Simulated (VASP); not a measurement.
## Mg: single point with BLYP

Crystal: Mg.

```
CELL_PARAMETERS angstrom
5.14296 0.00000 0.00000
-2.57148 4.45394 0.00000
0.00000 0.00000 3.13626
ATOMIC_POSITIONS crystal
Mg 0.00000 0.00000 0.00000
Mg 0.33333 0.66667 0.50000
Mg 0.66667 0.33333 0.50000
```

This isn't the form of Mg at room conditions, which is hcp.

```json
{
  "Program": "VASP 6.6.1",
  "Task": "single point",
  "Functional": "BLYP",
  "Potentials or basis": "VASP PAW PBE potentials, release 64 (Mg)",
  "Cutoff": "520 eV",
  "k mesh": "7 × 7 × 10",
  "Occupations": "fermi-dirac, width 0.1 eV",
  "Spin": "no spin polarisation",
  "Dipole correction": "no",
  "Further INCAR settings": "ALGO = Normal; EDIFF = 1e-07; NBANDS = 10"
}
```

- Pressure: 0.0 GPa
- Band gap on the k mesh: zero (bands 3 and 4 overlap by 4.30 eV)

Levels at points of the mesh, in eV from the Fermi level:
| k point | band 1 | band 2 | band 3 | band 4 | band 5 | band 6 | band 7 | band 8 |
| --- | --- | --- | --- | --- | --- | --- | --- | --- |
| (0.00, 0.00, 0.00) | -6.76 | 0.32 | 0.32 | 0.38 | 0.38 | 1.15 | 1.20 | 7.58 |
| (0.00, 0.00, 0.50) | -3.19 | -2.79 | 3.35 | 3.35 | 3.67 | 3.67 | 3.78 | 4.18 |

Wall time 33 s on 1 thread of Intel(R) Xeon(R) Platinum 8259CL CPU @ 2.50GHz (Skylake/Cascade Lake), on a shared host, peak memory 0.19 GiB.

Caveat: the PAW data sets were made with another functional, which shifts forces and pressure a little.
